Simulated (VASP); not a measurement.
MoS2, 12 atoms in the cell. The cell holds a slab with vacuum, 12 atoms: a = 6.306 Å, b = 6.306 Å, c = 21.582 Å, α = 90.00°, β = 90.00°, γ = 120.00°. 

```yaml
Program: VASP 6.6.1
Task: single point
Functional: PBE
Dispersion: D3(BJ)
Potentials_or_basis: VASP PAW PBE potentials, release 64 (S, Mo_sv)
Cutoff: 520 eV
k_mesh: 3 × 3 × 1
Occupations: gaussian, width 0.05 eV
Spin: no spin polarisation
Dipole_correction: yes
Further_INCAR_settings: ALGO = Normal; EDIFF = 1e-06; NBANDS = 64
```

Potentials or basis: VASP PAW PBE potentials, release 64 (S, Mo_sv).

Run with:

```console
$ cat potpaw_PBE.64/S/POTCAR potpaw_PBE.64/Mo_sv/POTCAR > POTCAR
$ mpirun -np 1 vasp_std > vasp.out
```

Hardware: 1 thread of Intel(R) Xeon(R) Platinum 8488C (Sapphire Rapids), with other jobs on the host.

Problem. How long does it take, and how much memory?

Solution. It took 3.6 min on 1 thread of Intel(R) Xeon(R) Platinum 8488C (Sapphire Rapids) (shared host), peak memory 0.74 GiB. Counts: scf iterations 25, k points 3.
